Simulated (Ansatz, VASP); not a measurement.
AlN: VASP beside Ansatz

File INCAR:

```
SYSTEM = AlN
PREC = Accurate
ENCUT = 520
EDIFF = 1E-8
ISMEAR = -1
SIGMA = 0.02
LREAL = .FALSE.
LASPH = .TRUE.
NELM = 60
ALGO = Normal
ISIF = 2
LWAVE = .FALSE.
LCHARG = .FALSE.
GGA = PS
LEFG = .TRUE.
NBANDS = 16
```

Contents of KPOINTS:

```
Automatic mesh
0
G
  11 11 6
  0 0 0
```

POSCAR

```
AlN
1.0
    3.1316054153      0.0000000000      0.0000000000
   -1.5658027076      2.7120498443      0.0000000000
    0.0000000000      0.0000000000      5.0109678482
Al N
2 2
Direct
    0.3333333333      0.6666666667      0.0000000000
    0.6666666667      0.3333333333      0.5000000000
    0.3333333333      0.6666666667      0.3850000000
    0.6666666667      0.3333333333      0.8850000000
```

Input for Ansatz:

```yaml
crystal:
  lattice:
    - [3.1316054153, 0.0, 0.0]
    - [-1.5658027076, 2.7120498443, 0.0]
    - [0.0, 0.0, 5.0109678482]
  atoms:
    - { symbol: Al, position: [0.3333333333, 0.6666666667, 0.0] }
    - { symbol: Al, position: [0.6666666667, 0.3333333333, 0.5] }
    - { symbol: "N", position: [0.3333333333, 0.6666666667, 0.385] }
    - { symbol: "N", position: [0.6666666667, 0.3333333333, 0.885] }
kpoints:
  mp_grid: { grid: [11, 11, 6] }
scf:
  occupations: { method: fermi_dirac, width: 0.02 }
hamiltonian:
  xc: pbesol
  pseudopotentials: { kind: all_electron, datasets: crystal }
output:
  forces: true
  stress: true
  eigenvalues: true
  efg: { contact_densities: true }
```

Change from the starting cell: volume scaled by 1.02, crystal datasets.

Alike in both runs: task electric field gradients; functional PBEsol; k mesh 11 × 11 × 6; occupations fermi-dirac, width 0.02 eV; no spin polarisation.

|  | VASP | Ansatz |
| --- | --- | --- |
| version | VASP 6.6.1 | Ansatz 0.2.0 |
| potentials or method | VASP PAW PBE potentials, release 64 (Al, N), cutoff 520 eV | all-electron PAW with datasets made for the crystal, scalar-relativistic |

```csv
,VASP,Ansatz,Ansatz less VASP
gap on the k mesh at the Fermi level (eV),3.92,3.91,-0.006
pressure (GPa),-3.4,-3.4,-0.08
"traceless stress, the component that is largest in VASP (GPa)",-1.00,-0.97,+0.025
rms of the force components (eV/Å),0.102,0.102,-0.0005
size of Vzz on the site where it differs most (V/Å²),8.3,8.1,-0.24
```

VASP's potentials were made for PBE, not for PBEsol. Atom by atom the forces differ by 0.001 eV/Å (rms over components). Ansatz ran all-electron here, and VASP with PAW potentials.
